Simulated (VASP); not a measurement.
Runs of VASP 6.6.1 on InSb. The structure is that of space group F-43m (No. 216), or close to it. The cells are those of the table. 

```csv
cell,gap on the mesh (eV),pressure (GPa)
"a = 4.478, b = 4.478, c = 4.443 Å, angles 60.3, 60.3, 59.5°, 2 atoms",0.15,(a)
"a = 4.616, b = 4.616, c = 4.512 Å, angles 60.7, 60.7, 58.5°, 2 atoms",none,0.9
"a = 4.684, b = 4.684, c = 4.718 Å, angles 59.8, 59.8, 60.5°, 2 atoms",-,(b)
"a = 4.615, b = 4.615, c = 4.581 Å, angles 60.2, 60.2, 59.5°, 2 atoms",none,0.2
"a = 4.650, b = 4.650, c = 4.581 Å, angles 60.5, 60.5, 59.0°, 2 atoms",none,-0.4
"a = 4.684, b = 4.684, c = 4.649 Å, angles 60.2, 60.2, 59.5°, 2 atoms",none,-1.6
"a = 4.615, b = 4.615, c = 4.649 Å, angles 59.8, 59.8, 60.5°, 2 atoms",-,-0.4
```

Alike in all rows: task single point; level PBEsol; potentials or basis VASP PAW PBE potentials, release 64 (In_d, Sb); no spin polarisation; k mesh 12 × 12 × 12; cutoff (eV) 520; smearing gaussian 0.15 eV.

**Question.** Fill in the values left out.

**Answer.** (a) 5.1; (b) -2.1.

Caveats: the PAW data sets were made with another functional, which shifts forces and pressure a little; spin-orbit coupling is left out, which moves the levels of the heavy elements; semilocal functionals underestimate gaps, so a narrow gap can read as zero (at least some runs); the cell stands under pressure (at least some runs).

A k mesh can miss the band edges, and the runs leave out spin-orbit coupling on In, Sb.

A gap of «none» marks levels without a gap at the run's occupations.
